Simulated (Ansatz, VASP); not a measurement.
# CuI: VASP beside Ansatz

```
Cu I
1.0
     0.00000    3.01203    3.01203
     3.01203    0.00000    3.01203
     3.01203    3.01203    0.00000
Cu I
1 1
Direct
  0.00000 0.00000 0.00000
  0.25000 0.25000 0.25000
```

Alike in both runs: task single point; functional HSE06; k mesh 4 × 4 × 4; occupations methfessel-paxton of order 1, width 0.2 eV; no spin polarisation.

|  | VASP | Ansatz |
| --- | --- | --- |
| version | VASP 6.6.1 | Ansatz 0.2.0 |
| potentials or method | VASP PAW PBE potentials, release 64 (Cu, I) | plane waves |
| plane-wave cutoff (eV) | 520 | 420 |
| valence electrons in the cell | 18 | 36 |

VASP gave:

* gap on the k mesh at the Fermi level (eV): 2.63
* pressure (GPa): 1.4

Question: Estimate Ansatz's values.

Answer: gap on the k mesh at the Fermi level (eV): 2.68; pressure (GPa): 1.6.

VASP's potentials hold 18 valence electrons a cell and Ansatz's 36, so a difference there can come from the potentials and not from the codes. Ansatz's warnings: stress exchange threshold loose, stress scf threshold loose.

The k mesh is coarse, so the values compare programs but aren't converged. Neither program's run includes spin-orbit coupling.
